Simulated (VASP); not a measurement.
# Ge (Cmcm) in VASP: single point with PBE

Aim: the single point of Ge with PBE.

Everything below comes from runs of VASP 6.6.1. Logs are shortened: lines on timing, memory, paths and dates and some standing lists are left out, and cuts for length are marked.

## 1. The cell of the first run

The structure is orthorhombic, space group Cmcm (No. 63). The conventional cell has a = 4.197 Å, b = 6.924 Å, c = 6.593 Å, α = 90.00°, β = 90.00°, γ = 90.00°. Ge (site symmetry m) has 4 Ge at 2.48 to 2.51 Å within 3.3 Å.

## 2. Single point, PBE (uniaxial x strain +5.0%)

INCAR

```
  ALGO = Normal
  EDIFF = 1E-6
  ENCUT = 520
  GGA = PE
  ISIF = 2
  ISMEAR = -1
  LASPH = True
  LCHARG = False
  LREAL = False
  LWAVE = False
  NBANDS = 36
  NELM = 80
  PREC = Accurate
  SIGMA = 0.02
```

KPOINTS

```
k-points
0
Gamma
  12 12 4
```

POSCAR

```
Ge
1.0
    4.1974959677      0.0000000000      0.0000000000
   -2.0987479838      3.4620363241      0.0000000000
    0.0000000000      0.0000000000      6.5928195166
Ge
4
Direct
    0.3309977468      0.6619954935     -0.0013287948
    0.6690022532      0.3380045065      0.4986712052
    0.3309977468      0.6619954935      0.3763287948
    0.6690022532      0.3380045065      0.8763287948
```

Potentials or basis: VASP PAW PBE potentials, release 64 (Ge_d).

On the command line:

```sh
$ cat potpaw_PBE.64/Ge_d/POTCAR > POTCAR
$ mpirun -np 1 vasp_std > vasp.out
```

OUTCAR:

```text
EDIFF = 1E-6
   ENCUT = 520
   GGA = PE
   ISIF = 2
   ISMEAR = -1
   LASPH = True
   LREAL = False
   NELM = 80
   PREC = Accurate

 ion  position               nearest neighbor table
   1  0.331  0.662  0.999-   4 2.48   3 2.49   4 2.51   4 2.51
   2  0.669  0.338  0.499-   3 2.48   4 2.49   3 2.51   3 2.51
   3  0.331  0.662  0.376-   2 2.48   1 2.49   2 2.51   2 2.51
   4  0.669  0.338  0.876-   1 2.48   2 2.49   1 2.51   1 2.51

  Warning from LATTYP: Monoclinic adjustment (A1->A3, A2->A1, A3->A2)!
  LATTYP: Found a base centered orthorhombic cell.
 ALAT       =     4.1974959677
 B/A-ratio  =     1.6495721977
 C/A-ratio  =     1.5706553544

  Lattice vectors:

 A1 = (   2.0987479838,  -3.4620363241,   0.0000000000)
 A2 = (   2.0987479839,   3.4620363241,   0.0000000000)
 A3 = (   0.0000000000,   0.0000000000,   6.5928195166)

Analysis of symmetry for initial positions (statically):
=====================================================================
 Subroutine PRICEL returns:
 Original cell was already a primitive cell.

 Routine SETGRP: Setting up the symmetry group for a
 base centered orthorhombic supercell.

 Subroutine GETGRP returns: Found  8 space group operations
 (whereof  2 operations were pure point group operations)
 out of a pool of  8 trial point group operations.

The static configuration has the point symmetry C_1h.
 The point group associated with its full space group is D_2h.

Analysis of symmetry for dynamics (positions and initial velocities):
=====================================================================
 Subroutine PRICEL returns:
 Original cell was already a primitive cell.

 Routine SETGRP: Setting up the symmetry group for a
 base centered orthorhombic supercell.

 Subroutine GETGRP returns: Found  8 space group operations
 (whereof  2 operations were pure point group operations)
 out of a pool of  8 trial point group operations.

The dynamic configuration has the point symmetry C_1h.
 The point group associated with its full space group is D_2h.

 Subroutine INISYM returns: Found  8 space group operations
 (whereof  2 operations are pure point group operations),
 and found     1 'primitive' translations

----------------------------------------------------------------------------------------

                                     Primitive cell

  volume of cell :      95.8061

  direct lattice vectors                    reciprocal lattice vectors
     4.197495968  0.000000000  0.000000000     0.238237275  0.144423672  0.000000000
    -2.098747984  3.462036324  0.000000000     0.000000000  0.288847345  0.000000000
     0.000000000  0.000000000  6.592819517     0.000000000  0.000000000  0.151680172

  length of vectors
     4.197495968  4.048510666  6.592819517     0.278595040  0.288847345  0.151680172

  position of ions in fractional coordinates (direct lattice)
     0.330997747  0.661995494  0.998671205
     0.669002253  0.338004506  0.498671205
     0.330997747  0.661995494  0.376328795
     0.669002253  0.338004506  0.876328795

  ion indices of the primitive-cell ions
   primitive index   ion index
                 1           1
                 2           2
                 3           3
                 4           4

----------------------------------------------------------------------------------------

 KPOINTS: k-points

Automatic generation of k-mesh.
 Grid dimensions read from file:
 generate k-points for:   12   12    4

 Generating k-lattice:

  Cartesian coordinates                     Fractional coordinates (reciprocal lattice)
     0.019853106  0.012035306  0.000000000     0.083333333 -0.000000000  0.000000000
     0.000000000  0.024070612  0.000000000     0.000000000  0.083333333  0.000000000
     0.000000000  0.000000000  0.037920043     0.000000000  0.000000000  0.250000000

  Length of vectors
     0.023216253  0.024070612  0.037920043

  Shift w.r.t. Gamma in fractional coordinates (k-lattice)
     0.000000000  0.000000000  0.000000000

 Subroutine IBZKPT returns following result:
 ===========================================

 Found    129 irreducible k-points:

 Following reciprocal coordinates:
            Coordinates               Weight
  0.000000  0.000000  0.000000      1.000000
  0.083333  0.000000  0.000000      4.000000
  0.166667  0.000000  0.000000      4.000000
  0.250000  0.000000  0.000000      4.000000
  0.333333  0.000000  0.000000      4.000000
  0.416667 -0.000000  0.000000      4.000000
[... 16 lines left out ...]
  0.333333  0.166667  0.000000      4.000000
  0.416667  0.166667  0.000000      4.000000
 [... further k-points ...]
   k-points           NKPTS =    129   k-points in BZ     NKDIM =    129   number of bands    NBANDS=     36
   number of dos      NEDOS =    301   number of ions     NIONS =      4
   total plane-waves  NPLWV =  48000
   dimension x,y,z NGX =    32 NGY =   30 NGZ =   50
   dimension x,y,z NGXF=    64 NGYF=   60 NGZF=  100
   ions per type =               4
   NGX,Y,Z   is equivalent  to a cutoff of  12.67, 12.32, 12.61 a.u.
   NGXF,Y,Z  is equivalent  to a cutoff of  25.35, 24.64, 25.22 a.u.
 SYSTEM =  unknown system
   PREC   = accura    normal or accurate (medium, high low for compatibility)
   ISTART =      0    job   : 0-new  1-cont  2-samecut
   ICHARG =      2    charge: 1-file 2-atom 10-const
   ISPIN  =      1    spin polarized calculation?
   LNONCOLLINEAR =      F non collinear calculations
   LSORBIT =      F    spin-orbit coupling
   LASPH  =      T    aspherical Exc in radial PAW
   ENCUT  =  520.0 eV  38.22 Ry    6.18 a.u.   7.80  7.53 12.26*2*pi/ulx,y,z
   NELM   =     80;   NELMIN=  2; NELMDL= -5     # of ELM steps
   EDIFF  = 0.1E-05   stopping-criterion for ELM
   LREAL  =      F    real-space projection
   EDIFFG = 0.1E-04   stopping-criterion for IOM
   NSW    =      0    number of steps for IOM
   IBRION =     -1    ionic relax: 0-MD 1-quasi-New 2-CG
   NFREE  =      0    steps in history (QN), initial steepest desc. (CG)
   ISIF   =      2    stress and relaxation
   ISYM   =      2    0-nonsym 1-usesym 2-fastsym
   POTIM  = 0.5000    time-step for ionic-motion
   TEBEG  =    0.0;   TEEND  =   0.0 temperature during run
   PSTRESS=    0.0 pullay stress
   NELECT =      56.0000    total number of electrons
   NUPDOWN=      -1.0000    fix difference up-down
   EMIN   =  10.00;   EMAX   =-10.00  energy-range for DOS
   EFERMI =   0.00;   METHOD = LEGACY
   ISMEAR =    -1;   SIGMA  =   0.02  broadening in eV -4-tet -1-fermi 0-gaus
   EFERMI_NEDOS =   21; number of points for ismear=-14 and -15
   IALGO  =     38    algorithm
   IMIX   =      4    mixing-type and parameters
     AMIX     =   0.40;   BMIX     =  1.00
     AMIX_MAG =   1.60;   BMIX_MAG =  1.00
  volume/ion in A,a.u.               =      23.95       161.63
  Fermi-wavevector in a.u.,A,eV,Ry     =   1.368799  2.586656 25.492036  1.873612
  Thomas-Fermi vector in A             =   2.494731
   LORBIT       =      0    0 simple, 1 ext, 2 COOP (PROOUT), +10 PAW based schemes
   GGA     = PE    functional components
   LHFCALC =     F    Hartree Fock is set to
   AEXX    =    0.0000 exact exchange contribution
   IVDW    =     0    specifies the selected vdW correction
   LEPSILON=     F    determine dielectric tensor
   LRPA    =     F    only Hartree local field effects (RPA)
 non-spin polarized calculation
  energy-cutoff  :      520.00
  volume of cell :       95.81
 maximum number of plane-waves:      2606
   NGX = 15   NGY = 15   NGZ = 25

 number of electron      55.9999981 magnetization

 Free energy of the ion-electron system (eV)
  ---------------------------------------------------
  ext. energy  EPLUGINS =         0.00000000
  ---------------------------------------------------
  free energy    TOTEN  =       -17.95796503 eV

  energy without entropy =      -17.95775060  energy(sigma->0) =      -17.95785781

 E-fermi :   4.5048     XC(G=0):  -9.6553

 val. band max:        4.4775683395   @ k =   0.0000   0.0000   0.0000
 cond. band min:       4.5213968581   @ k =   0.0833   0.0000   0.0000
 fundamental gap:      0.0438285186
 Fermi energy:         4.5047574608

 k-point     1 :       0.0000    0.0000    0.0000
  band No.  band energies     occupation
      1     -20.3211      2.00000
      2     -20.3013      2.00000
      3     -20.2926      2.00000
      4     -20.2886      2.00000
      5     -20.2711      2.00000
      6     -20.2650      2.00000
[... 28 lines left out ...]
     35       9.1091      0.00000
     36      10.5557      0.00000

 k-point     2 :       0.0833    0.0000    0.0000
  band No.  band energies     occupation
      1     -20.3231      2.00000
      2     -20.3069      2.00000
      3     -20.2954      2.00000
      4     -20.2902      2.00000
      5     -20.2670      2.00000
      6     -20.2663      2.00000
[... 28 lines left out ...]
     35       9.3290      0.00000
     36      10.8816      0.00000

 k-point     3 :       0.1667    0.0000    0.0000
  band No.  band energies     occupation
      1     -20.3277      2.00000
      2     -20.3153      2.00000
      3     -20.3018      2.00000
      4     -20.2939      2.00000
      5     -20.2704      2.00000
      6     -20.2599      2.00000
[... 28 lines left out ...]
     35      10.1001      0.00000
     36      10.2455      0.00000
[... 742 lines left out ...]
 k-point    23 :       0.3333    0.1667    0.0000
  band No.  band energies     occupation
      1     -20.3335      2.00000
      2     -20.3306      2.00000
      3     -20.3237      2.00000
      4     -20.3114      2.00000
      5     -20.2471      2.00000
      6     -20.2254      2.00000
[... 28 lines left out ...]
     35      10.7754      0.00000
     36      11.5309      0.00000

 k-point    24 :       0.4167    0.1667    0.0000
  band No.  band energies     occupation
      1     -20.3353      2.00000
      2     -20.3296      2.00000
      3     -20.3277      2.00000
      4     -20.3153      2.00000
      5     -20.2419      2.00000
      6     -20.2300      2.00000
[... 28 lines left out ...]
     35      11.7077      0.00000
     36      12.0500      0.00000

 [... further k-points ...]

------------------------ aborting loop because EDIFF is reached ----------------------------------------

  FORCE on cell =-STRESS in cart. coord.  units (eV):
  Direction    XX          YY          ZZ          XY          YZ          ZX
  --------------------------------------------------------------------------------------
  -------------------------------------------------------------------------------------
  Total       -1.9660288      0.6598000      1.0266518      0.0000000      0.0000000      0.0000000
  in kB      -32.8781499     11.0339194     17.1688286      0.0000000      0.0000000      0.0000000
  external PRESSURE =      -1.5584673 kB  Pullay stress =       0.0000000 kB

 VOLUME and BASIS-vectors are now :
 -----------------------------------------------------------------------------
  energy-cutoff  :      520.00
  volume of cell :       95.81
      direct lattice vectors                 reciprocal lattice vectors
     4.197495968  0.000000000  0.000000000     0.238237275  0.144423672  0.000000000
    -2.098747984  3.462036324  0.000000000     0.000000000  0.288847345  0.000000000
     0.000000000  0.000000000  6.592819517     0.000000000  0.000000000  0.151680172

 POSITION                                       TOTAL-FORCE (eV/Angst)
 -----------------------------------------------------------------------------------
      0.00000      2.29185      6.58406        -0.000000     -0.021472      0.016683
      2.09875      1.17018      3.28765         0.000000      0.021472      0.016683
      0.00000      2.29185      2.48107        -0.000000     -0.021472     -0.016683
      2.09875      1.17018      5.77748         0.000000      0.021472     -0.016683
 -----------------------------------------------------------------------------------
    total drift:                                0.000001      0.000002     -0.000503

  FREE ENERGIE OF THE ION-ELECTRON SYSTEM (eV)
  ---------------------------------------------------
  free  energy   TOTEN  =       -17.9579650281 eV

  energy  without entropy=      -17.9577506005  energy(sigma->0) =      -17.95785781
```

Run time: 3.6 min. Hardware: 1 thread of Intel Xeon Platinum 8375C at 2.90GHz (Ice Lake), shared host; peak memory 0.41 GiB.

Results:

* Free energy: -17.9580 eV
* Pressure: -0.2 GPa
* Largest force: 0.027 eV/Å
* Band gap on the k mesh: zero (bands 28 and 29 overlap by 0.14 eV)

Forces on the atoms (eV/Å):
```
Ge   0.000 -0.021  0.017
Ge   0.000  0.021  0.017
Ge   0.000 -0.021 -0.017
Ge   0.000  0.021 -0.017
```

Stress tensor (GPa, compression positive):
```
-3.29  0.00  0.00
 0.00  1.10  0.00
 0.00  0.00  1.72
```

Caveat: the cell differs from its parent crystal (uniaxial x strain +5.0%); semilocal functionals underestimate gaps, so a narrow gap can read as zero.
